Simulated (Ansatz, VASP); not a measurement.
**Nb in VASP and in Ansatz**

```
Nb
1.0
     2.95639    0.00000    0.00000
    -1.47820    2.56031    0.00000
     0.00000    0.00000    4.78936
Nb
2
Direct
  0.36667 0.68333 0.27500
  0.63333 0.31667 0.72500
```

Change from the starting cell: shortest bond scaled by 1.1, LAPW.

Alike in both runs: task single point; functional LDA; k mesh 12 × 12 × 6; occupations fermi-dirac, width 0.05 eV; no spin polarisation.

|  | VASP | Ansatz |
| --- | --- | --- |
| version | VASP 6.6.1 | Ansatz 0.2.0 |
| potentials or method | VASP PAW LDA potentials, release 64 (Nb_sv), cutoff 520 eV | all-electron LAPW, scalar-relativistic |

```tsv
	VASP	Ansatz	Ansatz less VASP
pressure (GPa)	-0.9	-0.8	+0.09
traceless stress, the component that is largest in VASP (GPa)	-3.62	-3.63	-0.005
rms of the force components (eV/Å)	1.326	1.324	-0.0019
```

LDA's correlation is that of Perdew and Zunger in VASP and of Perdew and Wang (1992) in Ansatz. Atom by atom the forces differ by 0.002 eV/Å (rms over components). Ansatz ran all-electron here, and VASP with PAW potentials.
